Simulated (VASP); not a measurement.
# Ge3PdF4 (Pm-3m) in VASP: further runs

Runs on Ge3PdF4. Level: PBE. Tasks: relaxation of cell and atoms, single point.

Everything below comes from runs of VASP 6.6.1. Logs are shortened: lines on timing, memory, paths and dates and some standing lists are left out, and cuts for length are marked.

## Step 1: The cell of the first run

The structure is cubic, space group Pm-3m (No. 221). Conventional cell: a = 4.602 Å, b = 4.602 Å, c = 4.602 Å, α = 90.00°, β = 90.00°, γ = 90.00°. Ge (site symmetry 4/mmm) has 6 F at 2.30 Å within 3.0 Å. Pd (site symmetry m-3m) has 6 F at 2.30 Å within 3.0 Å. Within 3.0 Å of F (site symmetry 4/mmm) lie 4 Ge at 2.30 Å and 2 Pd at 2.30 Å. F (site symmetry m-3m) has 6 Ge at 2.30 Å within 3.0 Å.

## Step 2: Relaxation of cell and atoms, PBE

INCAR

```
ALGO = Normal
EDIFF = 1E-6
EDIFFG = -0.04
ENCUT = 600
GGA = PE
IBRION = 2
ISIF = 3
ISMEAR = 0
LASPH = True
LCHARG = False
LREAL = False
LWAVE = False
NELM = 100
NSW = 90
PREC = Accurate
SIGMA = 0.1
```

KPOINTS

```
k-points
0
Gamma
  4 4 4
```

POSCAR

```
Ge3PdF4
1.0
    4.6024431100      0.0000000000      0.0000000000
    0.0000000000      4.6024431100      0.0000000000
    0.0000000000      0.0000000000      4.6024431100
Ge Pd F
3 1 4
Direct
    0.5000000000      0.0000000000      0.0000000000
    0.0000000000      0.5000000000      0.0000000000
    0.0000000000      0.0000000000      0.5000000000
    0.5000000000      0.5000000000      0.5000000000
    0.0000000000      0.5000000000      0.5000000000
    0.5000000000      0.0000000000      0.5000000000
    0.5000000000      0.5000000000      0.0000000000
    0.0000000000      0.0000000000      0.0000000000
```

Potentials or basis: VASP PAW PBE potentials, release 64 (Ge_d, Pd, F).

Run with:

```
$ cat potpaw_PBE.64/Ge_d/POTCAR potpaw_PBE.64/Pd/POTCAR potpaw_PBE.64/F/POTCAR > POTCAR
$ mpirun -np 1 vasp_std > vasp.out
```

OUTCAR:

```text
EDIFF = 1E-6
   EDIFFG = -0.04
   ENCUT = 600
   GGA = PE
   IBRION = 2
   ISIF = 3
   ISMEAR = 0
   LASPH = True
   LREAL = False
   NELM = 100
   NSW = 90
   PREC = Accurate

 ion  position               nearest neighbor table
   1  0.500  0.000  0.000-   6 2.30   7 2.30   8 2.30   6 2.30   7 2.30   8 2.30
   2  0.000  0.500  0.000-   5 2.30   7 2.30   8 2.30   5 2.30   8 2.30   7 2.30
   3  0.000  0.000  0.500-   5 2.30   6 2.30   8 2.30   8 2.30   5 2.30   6 2.30
   4  0.500  0.500  0.500-   5 2.30   6 2.30   7 2.30   7 2.30   6 2.30   5 2.30
   5  0.000  0.500  0.500-   2 2.30   3 2.30   4 2.30   2 2.30   3 2.30   4 2.30
   6  0.500  0.000  0.500-   1 2.30   3 2.30   4 2.30   1 2.30   4 2.30   3 2.30
   7  0.500  0.500  0.000-   1 2.30   2 2.30   4 2.30   4 2.30   1 2.30   2 2.30
   8  0.000  0.000  0.000-   1 2.30   2 2.30   3 2.30   3 2.30   2 2.30   1 2.30

  LATTYP: Found a simple cubic cell.
 ALAT       =     4.6024431100

  Lattice vectors:

 A1 = (   4.6024431100,   0.0000000000,   0.0000000000)
 A2 = (   0.0000000000,   4.6024431100,   0.0000000000)
 A3 = (   0.0000000000,   0.0000000000,   4.6024431100)

Analysis of symmetry for initial positions (statically):
=====================================================================
 Subroutine PRICEL returns:
 Original cell was already a primitive cell.

 Routine SETGRP: Setting up the symmetry group for a
 simple cubic supercell.

 Subroutine GETGRP returns: Found 48 space group operations
 (whereof 48 operations were pure point group operations)
 out of a pool of 48 trial point group operations.

The static configuration has the point symmetry O_h .

Analysis of symmetry for dynamics (positions and initial velocities):
=====================================================================
 Subroutine PRICEL returns:
 Original cell was already a primitive cell.

 Routine SETGRP: Setting up the symmetry group for a
 simple cubic supercell.

 Subroutine GETGRP returns: Found 48 space group operations
 (whereof 48 operations were pure point group operations)
 out of a pool of 48 trial point group operations.

The dynamic configuration has the point symmetry O_h .

 Subroutine INISYM returns: Found 48 space group operations
 (whereof 48 operations are pure point group operations),
 and found     1 'primitive' translations

----------------------------------------------------------------------------------------

                                     Primitive cell

  volume of cell :      97.4912

  direct lattice vectors                    reciprocal lattice vectors
     4.602443110  0.000000000  0.000000000     0.217275907  0.000000000  0.000000000
     0.000000000  4.602443110  0.000000000     0.000000000  0.217275907  0.000000000
[... 59 lines left out ...]
  0.500000  0.500000  0.000000      3.000000
  0.250000  0.250000  0.250000      8.000000
  0.500000  0.250000  0.250000     12.000000
  0.500000  0.500000  0.250000      6.000000
  0.500000  0.500000  0.500000      1.000000
   k-points           NKPTS =     10   k-points in BZ     NKDIM =     10   number of bands    NBANDS=     48
   number of dos      NEDOS =    301   number of ions     NIONS =      8
   total plane-waves  NPLWV =  64000
   dimension x,y,z NGX =    40 NGY =   40 NGZ =   40
   dimension x,y,z NGXF=    80 NGYF=   80 NGZF=   80
   ions per type =               3   1   4
   NGX,Y,Z   is equivalent  to a cutoff of  14.45, 14.45, 14.45 a.u.
   NGXF,Y,Z  is equivalent  to a cutoff of  28.90, 28.90, 28.90 a.u.
 SYSTEM =  unknown system
   PREC   = accura    normal or accurate (medium, high low for compatibility)
   ISTART =      0    job   : 0-new  1-cont  2-samecut
   ICHARG =      2    charge: 1-file 2-atom 10-const
   ISPIN  =      1    spin polarized calculation?
   LNONCOLLINEAR =      F non collinear calculations
   LSORBIT =      F    spin-orbit coupling
   LASPH  =      T    aspherical Exc in radial PAW
   ENCUT  =  600.0 eV  44.10 Ry    6.64 a.u.   9.19  9.19  9.19*2*pi/ulx,y,z
   NELM   =    100;   NELMIN=  2; NELMDL= -5     # of ELM steps
   EDIFF  = 0.1E-05   stopping-criterion for ELM
   LREAL  =      F    real-space projection
   EDIFFG = -.4E-01   stopping-criterion for IOM
   NSW    =     90    number of steps for IOM
   IBRION =      2    ionic relax: 0-MD 1-quasi-New 2-CG
   NFREE  =      1    steps in history (QN), initial steepest desc. (CG)
   ISIF   =      3    stress and relaxation
   ISYM   =      2    0-nonsym 1-usesym 2-fastsym
   POTIM  = 0.5000    time-step for ionic-motion
   TEBEG  =    0.0;   TEEND  =   0.0 temperature during run
   PSTRESS=    0.0 pullay stress
   NELECT =      80.0000    total number of electrons
   NUPDOWN=      -1.0000    fix difference up-down
   EMIN   =  10.00;   EMAX   =-10.00  energy-range for DOS
   EFERMI =   0.00;   METHOD = LEGACY
   ISMEAR =     0;   SIGMA  =   0.10  broadening in eV -4-tet -1-fermi 0-gaus
   EFERMI_NEDOS =   21; number of points for ismear=-14 and -15
   IALGO  =     38    algorithm
   IMIX   =      4    mixing-type and parameters
     AMIX     =   0.40;   BMIX     =  1.00
     AMIX_MAG =   1.60;   BMIX_MAG =  1.00
  volume/ion in A,a.u.               =      12.19        82.24
  Fermi-wavevector in a.u.,A,eV,Ry     =   1.532674  2.896333 31.961296  2.349089
  Thomas-Fermi vector in A             =   2.639847
   LORBIT       =      0    0 simple, 1 ext, 2 COOP (PROOUT), +10 PAW based schemes
   GGA     = PE    functional components
   LHFCALC =     F    Hartree Fock is set to
   AEXX    =    0.0000 exact exchange contribution
   IVDW    =     0    specifies the selected vdW correction
   LEPSILON=     F    determine dielectric tensor
   LRPA    =     F    only Hartree local field effects (RPA)
 conjugate gradient relaxation of ions
 non-spin polarized calculation
 Gauss-broadening in eV      SIGMA  =   0.10
  energy-cutoff  :      600.00
  volume of cell :       97.49
 maximum number of plane-waves:      3294
 NGX is ok and might be reduce to    40
   NGX = 19   NGY = 19   NGZ = 19

--------------------------------------- Ionic step        1  -------------------------------------------

 number of electron      80.0000048 magnetization

 Free energy of the ion-electron system (eV)
  ---------------------------------------------------
  ext. energy  EPLUGINS =         0.00000000
  ---------------------------------------------------
  free energy    TOTEN  =       -29.13784850 eV

  energy without entropy =      -29.10084348  energy(sigma->0) =      -29.11934599

 E-fermi :   8.1040     XC(G=0): -11.7932

 val. band max:        8.0933294122   @ k =   0.5000   0.2500   0.2500
 cond. band min:       8.1258276342   @ k =   0.5000   0.2500   0.2500
 fundamental gap:      0.0324982220
 Fermi energy:         8.1039585992
[... 1150 lines left out ...]
--------------------------------------- Ionic step        4  -------------------------------------------

 number of electron      80.0000010 magnetization

 Free energy of the ion-electron system (eV)
  ---------------------------------------------------
  ext. energy  EPLUGINS =         0.00000000
  ---------------------------------------------------
  free energy    TOTEN  =       -31.60645496 eV

  energy without entropy =      -31.57402697  energy(sigma->0) =      -31.59024097

 E-fermi :   4.8417     XC(G=0): -10.3549

 val. band max:        4.8285006868   @ k =   0.5000   0.2500   0.2500
 cond. band min:       4.8864569155   @ k =   0.5000   0.2500   0.0000
 fundamental gap:      0.0579562287
 Fermi energy:         4.8416631488
[... 543 lines left out ...]
  FREE ENERGIE OF THE ION-ELECTRON SYSTEM (eV)
  ---------------------------------------------------
  free  energy   TOTEN  =       -31.6064549609 eV

  energy  without entropy=      -31.5740269745  energy(sigma->0) =      -31.59024097

 reached required accuracy - stopping structural energy minimisation
```

CONTCAR:

```text
Ge3PdF4
   1.00000000000000
     5.0295200982331787    0.0000000000000000   -0.0000000000000000
     0.0000000000000000    5.0295200982331787   -0.0000000000000000
     0.0000000000000000    0.0000000000000000    5.0295200982331787
  Ge              Pd              F
     3     1     4
Direct
     0.5000000000000000    0.0000000000000000    0.0000000000000000
     0.0000000000000000    0.5000000000000000    0.0000000000000000
     0.0000000000000000    0.0000000000000000    0.5000000000000000
     0.5000000000000000    0.5000000000000000    0.5000000000000000
     0.0000000000000000    0.5000000000000000    0.5000000000000000
     0.5000000000000000    0.0000000000000000    0.5000000000000000
     0.5000000000000000    0.5000000000000000    0.0000000000000000
     0.0000000000000000    0.0000000000000000    0.0000000000000000

  0.00000000E+00  0.00000000E+00  0.00000000E+00
  0.00000000E+00  0.00000000E+00  0.00000000E+00
  0.00000000E+00  0.00000000E+00  0.00000000E+00
  0.00000000E+00  0.00000000E+00  0.00000000E+00
  0.00000000E+00  0.00000000E+00  0.00000000E+00
  0.00000000E+00  0.00000000E+00  0.00000000E+00
  0.00000000E+00  0.00000000E+00  0.00000000E+00
  0.00000000E+00  0.00000000E+00  0.00000000E+00
```

Run time: 3.4 min. Hardware: 1 thread of Intel Xeon Platinum 8488C (Sapphire Rapids), shared host; peak memory 0.27 GiB.

What came out:

* Free energy: -31.6065 eV
* Relaxed volume: 15.90 Å³/atom
* Relaxed cell: a = 5.030 Å, b = 5.030 Å, c = 5.030 Å, α = 90.00°, β = 90.00°, γ = 90.00°
* Space group after relaxing (to 0.1 Å): Pm-3m (No. 221)
* Energy gained by relaxing: 308.6 meV/atom
* Ionic steps: 4
* Pressure after relaxing: 0.0 GPa
* Band gap on the k mesh: zero (bands 40 and 41 overlap by 2.14 eV)

The path:
```csv
step,energy change (eV),largest force (eV/Å),pressure (GPa),volume (Å³)
1,0.0000,0.0000,33.81,97.49
2,-2.2693,0.0000,-5.26,138.47
3,-2.4676,0.0000,0.44,126.39
4,-2.4686,0.0000,-0.05,127.23
```

Final structure:
```
Ge Pd F
1.0
     5.02952    0.00000    0.00000
     0.00000    5.02952    0.00000
     0.00000    0.00000    5.02952
Ge Pd F
3 1 4
Direct
  0.50000 0.00000 0.00000
  0.00000 0.50000 0.00000
  0.00000 0.00000 0.50000
  0.50000 0.50000 0.50000
  0.00000 0.50000 0.50000
  0.50000 0.00000 0.50000
  0.50000 0.50000 0.00000
  0.00000 0.00000 0.00000
```

Caveat: the volume moved by over 15 % at a fixed basis, so the end points are rough.

## Step 3: Single point, PBE, collinear spin

INCAR

```
ALGO = Normal
EDIFF = 1E-6
ENCUT = 520
GGA = PE
ISIF = 2
ISMEAR = 0
ISPIN = 2
LASPH = True
LCHARG = False
LMAXMIX = 4
LORBIT = 11
LREAL = False
LWAVE = False
MAGMOM = 0 0 0 1 0 0 0 0
NBANDS = 54
NELM = 150
PREC = Accurate
SIGMA = 0.1
```

KPOINTS is that of step 2.

POSCAR is that of step 2.

Potentials or basis: VASP PAW PBE potentials, release 64 (Ge_d, Pd, F).

Run with:

```
$ cat potpaw_PBE.64/Ge_d/POTCAR potpaw_PBE.64/Pd/POTCAR potpaw_PBE.64/F/POTCAR > POTCAR
$ mpirun -np 1 vasp_std > vasp.out
```

OUTCAR:

```text
EDIFF = 1E-6
   ENCUT = 520
   GGA = PE
   ISIF = 2
   ISMEAR = 0
   ISPIN = 2
   LASPH = True
   LORBIT = 11
   LREAL = False
   NELM = 150
   PREC = Accurate

 ion  position               nearest neighbor table
   1  0.500  0.000  0.000-   6 2.30   7 2.30   8 2.30   6 2.30   7 2.30   8 2.30
   2  0.000  0.500  0.000-   5 2.30   7 2.30   8 2.30   5 2.30   8 2.30   7 2.30
   3  0.000  0.000  0.500-   5 2.30   6 2.30   8 2.30   8 2.30   5 2.30   6 2.30
   4  0.500  0.500  0.500-   5 2.30   6 2.30   7 2.30   7 2.30   6 2.30   5 2.30
   5  0.000  0.500  0.500-   2 2.30   3 2.30   4 2.30   2 2.30   3 2.30   4 2.30
   6  0.500  0.000  0.500-   1 2.30   3 2.30   4 2.30   1 2.30   4 2.30   3 2.30
   7  0.500  0.500  0.000-   1 2.30   2 2.30   4 2.30   4 2.30   1 2.30   2 2.30
   8  0.000  0.000  0.000-   1 2.30   2 2.30   3 2.30   3 2.30   2 2.30   1 2.30

  LATTYP: Found a simple cubic cell.
 ALAT       =     4.6024431100

  Lattice vectors:

 A1 = (   4.6024431100,   0.0000000000,   0.0000000000)
[... 1311 lines left out ...]
  in kB      338.3894855    338.3894855    338.3894855     -0.0000000     -0.0000000      0.0000000
  external PRESSURE =     338.3894855 kB  Pullay stress =       0.0000000 kB

 VOLUME and BASIS-vectors are now :
 -----------------------------------------------------------------------------
  energy-cutoff  :      520.00
  volume of cell :       97.49
      direct lattice vectors                 reciprocal lattice vectors
     4.602443110  0.000000000  0.000000000     0.217275907  0.000000000  0.000000000
     0.000000000  4.602443110  0.000000000     0.000000000  0.217275907  0.000000000
     0.000000000  0.000000000  4.602443110     0.000000000  0.000000000  0.217275907

 POSITION                                       TOTAL-FORCE (eV/Angst)
 -----------------------------------------------------------------------------------
      2.30122      0.00000      0.00000         0.000000      0.000000      0.000000
      0.00000      2.30122      0.00000         0.000000      0.000000      0.000000
      0.00000      0.00000      2.30122         0.000000      0.000000      0.000000
      2.30122      2.30122      2.30122         0.000000      0.000000      0.000000
      0.00000      2.30122      2.30122         0.000000      0.000000      0.000000
      2.30122      0.00000      2.30122         0.000000      0.000000      0.000000
      2.30122      2.30122      0.00000         0.000000      0.000000      0.000000
      0.00000      0.00000      0.00000         0.000000      0.000000      0.000000
 -----------------------------------------------------------------------------------
    total drift:                                0.000000      0.000000     -0.000000

  FREE ENERGIE OF THE ION-ELECTRON SYSTEM (eV)
  ---------------------------------------------------
  free  energy   TOTEN  =       -29.1289932226 eV

  energy  without entropy=      -29.0919429207  energy(sigma->0) =      -29.11046807

 total charge

# of ion       s       p       d       tot
------------------------------------------
    1        1.421   0.638  10.036  12.095
    2        1.421   0.638  10.036  12.095
    3        1.421   0.638  10.036  12.095
    4        0.235   0.258   8.846   9.339
    5        1.783   4.279   0.000   6.062
    6        1.783   4.279   0.000   6.062
    7        1.783   4.279   0.000   6.062
    8        1.790   4.288   0.000   6.078
--------------------------------------------------
tot         11.637  19.298  38.953  69.888

 magnetization (x)

# of ion       s       p       d       tot
------------------------------------------
    1       -0.000  -0.000  -0.000  -0.000
    2       -0.000  -0.000  -0.000  -0.000
    3       -0.000  -0.000  -0.000  -0.000
    4        0.000   0.000  -0.003  -0.003
    5       -0.000  -0.000   0.000  -0.000
    6       -0.000  -0.000   0.000  -0.000
    7       -0.000  -0.000   0.000  -0.000
    8       -0.000   0.000   0.000   0.000
--------------------------------------------------
tot         -0.000  -0.001  -0.003  -0.005
```

OSZICAR:

```text
N       E                     dE             d eps       ncg     rms          rms(c)
DAV:   1     0.105784536908E+04    0.10578E+04   -0.35731E+04  3126   0.378E+03
DAV:   2     0.172141583086E+03   -0.88570E+03   -0.81195E+03  2200   0.101E+03
DAV:   3    -0.168906842183E+02   -0.18903E+03   -0.18041E+03  2334   0.241E+02
DAV:   4    -0.312373779541E+02   -0.14347E+02   -0.14181E+02  2442   0.734E+01
[... 11 lines left out ...]
DAV:  16    -0.291290125064E+02    0.19329E-03   -0.46287E-04  2508   0.101E-01    0.605E-02
DAV:  17    -0.291290015106E+02    0.10996E-04   -0.69975E-05  2378   0.584E-02    0.293E-02
DAV:  18    -0.291289931985E+02    0.83121E-05   -0.22171E-05  2504   0.329E-02    0.992E-03
DAV:  19    -0.291289932226E+02   -0.24098E-07   -0.16956E-06  1604   0.749E-03
   1 F= -.29128993E+02 E0= -.29110468E+02  d E =-.370503E-01  mag=    -0.0012
```

It took 90 s on 1 thread of Intel Xeon Platinum 8488C (Sapphire Rapids), shared host; peak memory 0.28 GiB.

What came out:

```
Free energy                                           : -29.1290 eV
Pressure                                              : 33.8 GPa
Band gap on the k mesh                                : zero (filled and empty bands overlap)
Net moment                                            : 0.00 μB per cell
Valence electrons inside the program's atomic spheres : Ge 12.10; Pd 9.34; F 6.06, 6.08 (each value once)
```

Caveat: the cell stands under pressure.

## Step 4: Single point, PBE, collinear spin

This run uses another cell than the first one, of 15.96 Å³/atom.

INCAR

```
PREC = Accurate ; ENCUT = 520
EDIFF = 1E-7 ; ISMEAR = 0
SIGMA = 0.1 ; LREAL = F
LASPH = T ; NELM = 150
ALGO = Normal ; ISIF = 2
LWAVE = F ; LCHARG = F
ISPIN = 2 ; MAGMOM = 0 0 0 1 0 0 0 0
LORBIT = 11 ; LMAXMIX = 4
GGA = PE ; NBANDS = 54
```

KPOINTS

```
regular mesh
0
Gamma
  4 4 4
```

POSCAR: that of step 3 with these lines changed.

```diff
@@ -2,5 +2,5 @@
 1.0
-    4.6024431100      0.0000000000      0.0000000000
-    0.0000000000      4.6024431100      0.0000000000
-    0.0000000000      0.0000000000      4.6024431100
+    5.0359140619      0.0000000000      0.0000000000
+    0.0000000000      5.0359140619      0.0000000000
+    0.0000000000      0.0000000000      5.0359140619
 Ge Pd F
```

Run with:

```
$ cat potpaw_PBE.64/Ge_d/POTCAR potpaw_PBE.64/Pd/POTCAR potpaw_PBE.64/F/POTCAR > POTCAR
$ mpirun -np 1 vasp_std > vasp.out
```

Run time: 2.3 min. Hardware: 1 thread of Intel Xeon Platinum 8488C (Sapphire Rapids), shared host; peak memory 0.34 GiB.

Results (log left out):

```
Free energy                                           : -31.6506 eV
Pressure                                              : -0.2 GPa
Band gap on the k mesh                                : zero (filled and empty bands overlap)
Net moment                                            : 0.00 μB per cell
Valence electrons inside the program's atomic spheres : Ge 11.92; Pd 9.04; F 6.00, 6.02 (each value once)
```

Levels at points of the mesh, in eV from the Fermi level:
Spin up:
```
           k point  band 37  band 38  band 39  band 40  band 41  band 42
(0.00, 0.00, 0.00)    -1.40    -0.99    -0.99     1.11     1.11     1.11
(0.50, 0.00, 0.00)    -1.24    -1.10    -0.63     0.26     0.97     1.50
(0.50, 0.50, 0.00)    -1.23    -1.13    -0.49    -0.22    -0.08     0.61
(0.50, 0.50, 0.50)    -1.23    -1.23    -1.02    -1.02    -1.02    -0.07
```
Spin down:
```
           k point  band 36  band 37  band 38  band 39  band 40  band 41  band 42  band 43
(0.00, 0.00, 0.00)    -1.40    -1.40    -0.99    -0.99     1.11     1.11     1.11     2.12
(0.50, 0.00, 0.00)    -1.24    -1.24    -1.10    -0.63     0.26     0.97     1.50     1.50
(0.50, 0.50, 0.00)    -1.23    -1.23    -1.13    -0.49    -0.22    -0.08     0.61     0.61
(0.50, 0.50, 0.50)    -1.23    -1.23    -1.23    -1.02    -1.02    -1.02    -0.07    -0.07
```

## Step 5: Summary

| task | spin | cell | cutoff (eV) | gap on the mesh (eV) | pressure (GPa) | moment (μB) |
| --- | --- | --- | --- | --- | --- | --- |
| relaxation of cell and atoms | off | relaxed from a = 4.602 Å, 8 atoms | 600 | none | 0.0 | - |
| single point | collinear | a = 4.602 Å, 8 atoms | 520 | none | 33.8 | 0.00 |
| single point | collinear | a = 5.036 Å, 8 atoms | 520 | none | -0.2 | 0.00 |

Alike in all rows: level PBE; potentials or basis VASP PAW PBE potentials, release 64 (Ge_d, Pd, F); k mesh 4 × 4 × 4; smearing gaussian 0.1 eV.

Caveats: the volume moved by over 15 % at a fixed basis, so the end points are rough (at least some runs); the cell stands under pressure (at least some runs).

Total energies depend on the potentials used, so only differences within one code and one set of settings carry meaning.

The gap in the log of VASP goes by the Fermi energy; the results here count the filled bands.